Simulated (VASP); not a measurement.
# Mg (C2/m) in VASP: single point with LDA

Aim: the single point of Mg with LDA.

All numbers are computed with VASP 6.6.1; they aren't measurements. Logs are shortened: lines on timing, memory, paths and dates and some standing lists are left out, and cuts for length are marked.

### 1 The cell of the first run

The structure is monoclinic, space group C2/m (No. 12). Conventional cell: a = 3.052 Å, b = 5.283 Å, c = 3.046 Å, α = 90.00°, β = 93.44°, γ = 90.00°. Within 4.0 Å of Mg (site symmetry 2/m) lie 8 Mg at 3.05 Å.

### 2 Single point, LDA (strain -0.0600 x Voigt [0, 0, 0, 0, 1, 0])

INCAR

```
SYSTEM = Mg
ALGO = Normal ; EDIFF = 1E-7
ENCUT = 520 ; ISIF = 2
ISMEAR = 0 ; LASPH = .TRUE.
LCHARG = .TRUE. ; LELF = .TRUE.
LREAL = .FALSE. ; LVHAR = .TRUE.
LWAVE = .FALSE. ; NBANDS = 7
NELM = 100 ; PREC = Accurate
SIGMA = 0.15
```

KPOINTS

```
k-points
0
G
  18 18 16
  0 0 0
```

POSCAR

```
Mg
1.0
    3.0502998005      0.0000000000     -0.0915089940
   -1.5251499003      2.6416371164      0.0457544970
   -0.0913451271      0.0000000000      3.0448375700
Mg
1
Direct
    0.0000000000      0.0000000000      0.0000000000
```

Potentials or basis: VASP PAW LDA potentials, release 64 (Mg).

The run is started by

```sh
> cat potpaw_LDA.64/Mg/POTCAR > POTCAR
> mpirun -np 1 vasp_std > vasp.out
```

OUTCAR:

```text
SYSTEM = Mg
   EDIFF = 1E-7
   ENCUT = 520
   ISIF = 2
   ISMEAR = 0
   LASPH = .TRUE.
   LREAL = .FALSE.
   NELM = 100
   PREC = Accurate

 ion  position               nearest neighbor table
   1  0.000  0.000  0.000-

  LATTYP: Found a base centered monoclinic cell.
 ALAT       =     3.0516721267
 B/A-ratio  =     1.7312719104
 C/A-ratio  =     0.9982092808
 COS(beta)  =    -0.0599460486

  Lattice vectors:

 A1 = (   1.5251499003,  -2.6416371164,  -0.0457544970)
 A2 = (   1.5251499002,   2.6416371164,  -0.0457544970)
 A3 = (  -0.0913451271,   0.0000000000,   3.0448375700)

Analysis of symmetry for initial positions (statically):
=====================================================================
 Subroutine PRICEL returns:
 Original cell was already a primitive cell.

 Routine SETGRP: Setting up the symmetry group for a
 base centered monoclinic supercell.

 Subroutine GETGRP returns: Found  4 space group operations
 (whereof  4 operations were pure point group operations)
 out of a pool of  4 trial point group operations.

The static configuration has the point symmetry C_2h.

Analysis of symmetry for dynamics (positions and initial velocities):
=====================================================================
 Subroutine PRICEL returns:
 Original cell was already a primitive cell.

 Routine SETGRP: Setting up the symmetry group for a
 base centered monoclinic supercell.

 Subroutine GETGRP returns: Found  4 space group operations
 (whereof  4 operations were pure point group operations)
 out of a pool of  4 trial point group operations.

The dynamic configuration has the point symmetry C_2h.

 Subroutine INISYM returns: Found  4 space group operations
 (whereof  4 operations are pure point group operations),
 and found     1 'primitive' translations

----------------------------------------------------------------------------------------

                                     Primitive cell

  volume of cell :      24.5126

  direct lattice vectors                    reciprocal lattice vectors
     3.050299800  0.000000000 -0.091508994     0.328131946  0.189276565  0.009843958
    -1.525149900  2.641637116  0.045754497     0.000000000  0.378553130  0.000000000
    -0.091345127  0.000000000  3.044837570     0.009861618  0.000000000  0.328720593

  length of vectors
     3.051672127  3.050642940  3.046207439     0.378936797  0.378553130  0.328868484

  position of ions in fractional coordinates (direct lattice)
     0.000000000  0.000000000  0.000000000

  ion indices of the primitive-cell ions
   primitive index   ion index
                 1           1

----------------------------------------------------------------------------------------

 KPOINTS: k-points

Automatic generation of k-mesh.
 Grid dimensions read from file:
 generate k-points for:   18   18   16

 Generating k-lattice:

  Cartesian coordinates                     Fractional coordinates (reciprocal lattice)
     0.018229553  0.010515365  0.000546887     0.055555556  0.000000000  0.000000000
     0.000000000  0.021030729  0.000000000     0.000000000  0.055555556  0.000000000
     0.000616351  0.000000000  0.020545037    -0.000000000  0.000000000  0.062500000

  Length of vectors
     0.021052044  0.021030729  0.020554280

  Shift w.r.t. Gamma in fractional coordinates (k-lattice)
     0.000000000  0.000000000  0.000000000

 Subroutine IBZKPT returns following result:
 ===========================================

 Found   1379 irreducible k-points:

 Following reciprocal coordinates:
            Coordinates               Weight
  0.000000  0.000000  0.000000      1.000000
  0.055556 -0.000000  0.000000      4.000000
  0.111111 -0.000000  0.000000      4.000000
  0.166667 -0.000000  0.000000      4.000000
  0.222222 -0.000000 -0.000000      4.000000
  0.277778  0.000000  0.000000      4.000000
[... 16 lines left out ...]
 -0.333333  0.055556 -0.000000      4.000000
 -0.277778  0.055556 -0.000000      4.000000
 [... further k-points ...]
   k-points           NKPTS =   1379   k-points in BZ     NKDIM =   1379   number of bands    NBANDS=      7
   number of dos      NEDOS =    301   number of ions     NIONS =      1
   total plane-waves  NPLWV =  13824
   dimension x,y,z NGX =    24 NGY =   24 NGZ =   24
   dimension x,y,z NGXF=    48 NGYF=   48 NGZF=   48
   ions per type =               1
   NGX,Y,Z   is equivalent  to a cutoff of  13.07, 13.08, 13.10 a.u.
   NGXF,Y,Z  is equivalent  to a cutoff of  26.15, 26.16, 26.20 a.u.
 SYSTEM =  Mg
   PREC   = accura    normal or accurate (medium, high low for compatibility)
   ISTART =      0    job   : 0-new  1-cont  2-samecut
   ICHARG =      2    charge: 1-file 2-atom 10-const
   ISPIN  =      1    spin polarized calculation?
   LNONCOLLINEAR =      F non collinear calculations
   LSORBIT =      F    spin-orbit coupling
   LASPH  =      T    aspherical Exc in radial PAW
   ENCUT  =  520.0 eV  38.22 Ry    6.18 a.u.   5.67  5.67  5.66*2*pi/ulx,y,z
   NELM   =    100;   NELMIN=  2; NELMDL= -5     # of ELM steps
   EDIFF  = 0.1E-06   stopping-criterion for ELM
   LREAL  =      F    real-space projection
   EDIFFG = 0.1E-05   stopping-criterion for IOM
   NSW    =      0    number of steps for IOM
   IBRION =     -1    ionic relax: 0-MD 1-quasi-New 2-CG
   NFREE  =      0    steps in history (QN), initial steepest desc. (CG)
   ISIF   =      2    stress and relaxation
   ISYM   =      2    0-nonsym 1-usesym 2-fastsym
   POTIM  = 0.5000    time-step for ionic-motion
   TEBEG  =    0.0;   TEEND  =   0.0 temperature during run
   PSTRESS=    0.0 pullay stress
   NELECT =       2.0000    total number of electrons
   NUPDOWN=      -1.0000    fix difference up-down
   EMIN   =  10.00;   EMAX   =-10.00  energy-range for DOS
   EFERMI =   0.00;   METHOD = LEGACY
   ISMEAR =     0;   SIGMA  =   0.15  broadening in eV -4-tet -1-fermi 0-gaus
   EFERMI_NEDOS =   21; number of points for ismear=-14 and -15
   IALGO  =     38    algorithm
   IMIX   =      4    mixing-type and parameters
     AMIX     =   0.40;   BMIX     =  1.00
     AMIX_MAG =   1.60;   BMIX_MAG =  1.00
  volume/ion in A,a.u.               =      24.51       165.42
  Fermi-wavevector in a.u.,A,eV,Ry     =   0.710049  1.341799  6.859652  0.504170
  Thomas-Fermi vector in A             =   1.796794
   LORBIT       =      0    0 simple, 1 ext, 2 COOP (PROOUT), +10 PAW based schemes
   GGA     = CA    functional components
   LHFCALC =     F    Hartree Fock is set to
   AEXX    =    0.0000 exact exchange contribution
   IVDW    =     0    specifies the selected vdW correction
   LEPSILON=     F    determine dielectric tensor
   LRPA    =     F    only Hartree local field effects (RPA)
 non-spin polarized calculation
 Gauss-broadening in eV      SIGMA  =   0.15
  energy-cutoff  :      520.00
  volume of cell :       24.51
 maximum number of plane-waves:       674
   NGX = 11   NGY = 11   NGZ = 11

 number of electron       2.0000000 magnetization

 Free energy of the ion-electron system (eV)
  ---------------------------------------------------
  ext. energy  EPLUGINS =         0.00000000
  ---------------------------------------------------
  free energy    TOTEN  =        -1.57449411 eV

  energy without entropy =       -1.56875837  energy(sigma->0) =       -1.57162624

 E-fermi :   2.1008     XC(G=0):  -8.4440

 val. band max:        2.0907827352   @ k =   0.4444   0.2778   0.3750
 cond. band min:       2.1032243766   @ k =  -0.1111  -0.4444   0.3125
 fundamental gap:      0.0124416414
 Fermi energy:         2.1007768057

 k-point     1 :       0.0000    0.0000    0.0000
  band No.  band energies     occupation
      1      -4.5273      2.00000
      2      10.1353      0.00000
      3      10.8087      0.00000
      4      14.6414      0.00000
      5      14.6660      0.00000
      6      15.5896      0.00000
      7      15.6157      0.00000

 k-point     2 :       0.0556   -0.0000    0.0000
  band No.  band energies     occupation
      1      -4.4605      2.00000
      2      10.1154      0.00000
      3      10.8734      0.00000
      4      13.4765      0.00000
      5      14.0745      0.00000
      6      15.6593      0.00000
      7      16.2824      0.00000

 k-point     3 :       0.1111   -0.0000    0.0000
  band No.  band energies     occupation
      1      -4.2605      2.00000
      2       9.9742      0.00000
      3      11.0442      0.00000
      4      11.8898      0.00000
      5      13.2985      0.00000
      6      15.2916      0.00000
      7      17.3964      0.00000

 k-point     4 :       0.1667   -0.0000    0.0000
  band No.  band energies     occupation
      1      -3.9280      2.00000
      2       9.2017      0.00000
      3      10.8721      0.00000
      4      11.3968      0.00000
      5      12.6016      0.00000
      6      14.9109      0.00000
      7      18.6539      0.00000

 k-point     5 :       0.2222   -0.0000   -0.0000
  band No.  band energies     occupation
      1      -3.4646      2.00000
      2       7.7322      0.00000
      3      10.6935      0.00000
      4      11.7459      0.00000
      5      12.0074      0.00000
      6      14.7216      0.00000
      7      20.0258      0.00000

 k-point     6 :       0.2778    0.0000    0.0000
  band No.  band energies     occupation
      1      -2.8721      2.00000
      2       6.1716      0.00000
      3      10.6250      0.00000
      4      11.5200      0.00000
      5      12.1929      0.00000
      6      14.8177      0.00000
      7      19.7135      0.00000

 k-point     7 :       0.3333   -0.0000    0.0000
  band No.  band energies     occupation
      1      -2.1529      2.00000
      2       4.6698      0.00000
      3      10.5340      0.00000
      4      11.1410      0.00000
      5      12.7348      0.00000
      6      15.2075      0.00000
      7      18.4524      0.00000

 k-point     8 :       0.3889    0.0000    0.0000
  band No.  band energies     occupation
      1      -1.3105      2.00000
      2       3.2602      0.00000
      3      10.4300      0.00000
      4      10.8704      0.00000
      5      13.3837      0.00000
      6      15.8078      0.00000
      7      17.3065      0.00000

 k-point     9 :       0.4444   -0.0000   -0.0000
  band No.  band energies     occupation
      1      -0.3508      2.00000
      2       1.9582      1.82116
      3      10.3498      0.00000
      4      10.7080      0.00000
      5      14.1414      0.00000
      6      15.9133      0.00000
      7      16.9383      0.00000

 k-point    10 :       0.5000   -0.0000    0.0000
  band No.  band energies     occupation
      1       0.5738      2.00000
      2       0.9191      2.00000
      3      10.3200      0.00000
      4      10.6539      0.00000
      5      14.8775      0.00000
      6      15.1609      0.00000
      7      17.5253      0.00000

 k-point    11 :       0.0000    0.0556    0.0000
  band No.  band energies     occupation
      1      -4.4606      2.00000
      2      10.1242      0.00000
      3      10.8638      0.00000
      4      13.4539      0.00000
      5      14.0955      0.00000
      6      15.6633      0.00000
      7      16.2988      0.00000
[... 51 lines left out ...]
 k-point    17 :       0.3333    0.0556    0.0000
  band No.  band energies     occupation
      1      -1.6992      2.00000
      2       3.9992      0.00000
      3       9.3044      0.00000
      4      12.0717      0.00000
      5      13.1530      0.00000
      6      15.6151      0.00000
      7      17.8769      0.00000

 k-point    18 :       0.3889    0.0556    0.0000
  band No.  band energies     occupation
      1      -0.7975      2.00000
      2       2.6424      0.00000
      3       9.1135      0.00000
      4      12.0264      0.00000
      5      13.8352      0.00000
      6      16.0922      0.00000
      7      16.9480      0.00000

 k-point    19 :       0.4444    0.0556   -0.0000
  band No.  band energies     occupation
      1       0.2103      2.00000
      2       1.4060      2.00000
      3       9.0159      0.00000
      4      11.9853      0.00000
      5      14.6320      0.00000
      6      15.5138      0.00000
      7      17.3310      0.00000

 k-point    20 :       0.5000    0.0556    0.0000
  band No.  band energies     occupation
      1       0.2124      2.00000
      2       1.4036      2.00000
      3       9.0179      0.00000
      4      11.9796      0.00000
      5      14.5899      0.00000
      6      15.5694      0.00000
      7      17.3616      0.00000

 k-point    21 :      -0.4444    0.0556    0.0000
  band No.  band energies     occupation
      1      -0.7956      2.00000
      2       2.6397      0.00000
      3       9.1193      0.00000
      4      12.0074      0.00000
      5      13.8078      0.00000
      6      16.1586      0.00000
      7      16.9767      0.00000

 k-point    22 :      -0.3889    0.0556   -0.0000
  band No.  band energies     occupation
      1      -1.6975      2.00000
      2       3.9963      0.00000
      3       9.3136      0.00000
      4      12.0316      0.00000
      5      13.1534      0.00000
      6      15.6536      0.00000
      7      17.9284      0.00000

 k-point    23 :      -0.3333    0.0556   -0.0000
  band No.  band energies     occupation
      1      -2.4785      2.00000
      2       5.4530      0.00000
      3       9.5849      0.00000
      4      11.9718      0.00000
      5      12.6785      0.00000
      6      15.2378      0.00000
      7      19.1401      0.00000

 k-point    24 :      -0.2778    0.0556   -0.0000
  band No.  band energies     occupation
      1      -3.1344      2.00000
      2       6.9903      0.00000
      3       9.9037      0.00000
      4      11.7644      0.00000
      5      12.4322      0.00000
      6      15.1375      0.00000
      7      19.9527      0.00000

 [... further k-points ...]
[... 5 lines left out ...]
  --------------------------------------------------------------------------------------
  -------------------------------------------------------------------------------------
  Total       -0.1230801     -0.1216184     -0.1185736      0.0000000      0.0000000     -0.1171868
  in kB       -8.0446976     -7.9491571     -7.7501471      0.0000000      0.0000000     -7.6595009
  external PRESSURE =      -7.9146673 kB  Pullay stress =       0.0000000 kB

 VOLUME and BASIS-vectors are now :
 -----------------------------------------------------------------------------
  energy-cutoff  :      520.00
  volume of cell :       24.51
      direct lattice vectors                 reciprocal lattice vectors
     3.050299800  0.000000000 -0.091508994     0.328131946  0.189276565  0.009843958
    -1.525149900  2.641637116  0.045754497     0.000000000  0.378553130  0.000000000
    -0.091345127  0.000000000  3.044837570     0.009861618  0.000000000  0.328720593

 POSITION                                       TOTAL-FORCE (eV/Angst)
 -----------------------------------------------------------------------------------
      0.00000      0.00000      0.00000        -0.000000      0.000000     -0.000000
 -----------------------------------------------------------------------------------
    total drift:                                0.000000      0.000000      0.000000

  FREE ENERGIE OF THE ION-ELECTRON SYSTEM (eV)
  ---------------------------------------------------
  free  energy   TOTEN  =        -1.5744941148 eV

  energy  without entropy=       -1.5687583680  energy(sigma->0) =       -1.57162624
```

Run time: 77 s. Hardware: 1 thread of Intel Xeon Platinum 8259CL at 2.50GHz (Skylake/Cascade Lake), shared host; peak memory 0.34 GiB.

Results:

- Free energy: -1.5745 eV
- Pressure: -0.8 GPa
- Band gap on the k mesh: zero (band 1 reaches 4.91 eV, above the bottom of band 2 at -0.19 eV)

Stress tensor (GPa, compression positive):
```
-0.80  0.00 -0.77
 0.00 -0.79  0.00
-0.77  0.00 -0.78
```

Levels at points of the mesh, in eV from the Fermi level:
| k point | band 1 | band 2 | band 3 | band 4 |
| --- | --- | --- | --- | --- |
| (0.00, 0.00, 0.00) | -6.63 | 8.03 | 8.71 | 12.54 |
| (0.50, 0.00, 0.00) | -1.53 | -1.18 | 8.22 | 8.55 |
| (0.00, 0.50, 0.00) | -1.53 | -1.20 | 8.27 | 8.58 |
| (0.00, 0.00, 0.50) | -2.99 | -2.29 | 14.46 | 14.54 |
| (0.50, 0.00, 0.50) | 1.31 | 2.60 | 2.61 | 3.50 |
| (0.00, 0.50, 0.50) | 1.49 | 2.39 | 2.99 | 3.12 |

Caveat: the cell differs from its parent crystal (strain -0.0600 x Voigt [0, 0, 0, 0, 1, 0]).
